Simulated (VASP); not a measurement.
Wanted: the native input for a VASP 6.6.1 run.

| Property | Result |
| --- | --- |
| Task | single point |
| Functional | PBEsol |
| Potentials or basis | VASP PAW PBE potentials, release 64 (Si, Ge_d) |
| Cutoff | 410 eV |
| k mesh | 9 × 9 × 1 |
| Occupations | gaussian, width 0.05 eV |
| Spin | collinear spin |
| Starting moments | [0.0, 0.0, 0.0, 0.0, 0.0, 0.0, 2.0] μB |
| Dipole correction | yes |
| Further INCAR settings | ALGO = Normal; EDIFF = 1e-06; NBANDS = 32; NELMDL = -8 |

The structure of Si6Ge lies in POSCAR:

```
Si6Ge
1.0
    3.8248883482      0.0000000000      0.0000000000
   -1.9124441741      3.3124504762      0.0000000000
    0.0000000000      0.0000000000     26.1211317575
Si Ge
6 1
Direct
    0.6666666667      0.3333333333      0.3254070336
    0.3333333333      0.6666666666      0.3559122529
    0.3333333333      0.6666666666      0.4464642099
    0.6665559539      0.3332779770      0.4766201508
    0.6650966570      0.3325483285      0.5677506707
    0.3317887705      0.6658943852      0.5987084154
    0.3349971175      0.6674985588      0.6920989434
```

These files were run (other wordings do the same):

INCAR

```
PREC     = Accurate       # precision mode
ENCUT    = 410            # plane-wave cutoff, eV
EDIFF    = 1E-6           # SCF threshold, eV
ISMEAR   = 0              # smearing method
SIGMA    = 0.05           # smearing width, eV
LREAL    = F              # projectors in reciprocal space
LASPH    = T              # aspherical terms in the spheres
NELM     = 200            # most SCF steps
ALGO     = Normal         # electronic algorithm
ISIF     = 2              # what is computed and relaxed
LWAVE    = F              # write WAVECAR
LCHARG   = F              # write CHGCAR
ISPIN    = 2              # spin polarisation
MAGMOM   = 0 0 0 0 0 0 2  # initial moments
LORBIT   = 11             # projections on sites
LDIPOL   = T            
IDIPOL   = 3            
DIPOL    = 0.5 0.5 0.495
GGA      = PS             # functional
NBANDS   = 32             # bands
GGA_COMPAT= F            
NELMDL   = -8
```

KPOINTS

```
regular mesh
0
Gamma
  9 9 1
```

Potentials or basis: VASP PAW PBE potentials, release 64 (Si, Ge_d).

Command:

```sh
$ cat potpaw_PBE.64/Si/POTCAR potpaw_PBE.64/Ge_d/POTCAR > POTCAR
$ mpirun -np 1 vasp_std > vasp.out
```

It gave:

* Largest force: 0.647 eV/Å
* Net moment: 0.86 μB per cell
* Site moments: Si +0.20, +0.02, +0.04, +0.01 (each value once); Ge +0.01 μB
* Valence electrons inside the program's atomic spheres: Si 1.65, 1.68, 1.69, 1.67 (each value once); Ge 12.07

Caveat: the PAW data sets were made with another functional, which shifts forces and pressure a little.

Wall time 18 min on 1 thread of Intel(R) Xeon(R) Platinum 8488C (Sapphire Rapids), on a shared host, peak memory 0.64 GiB.
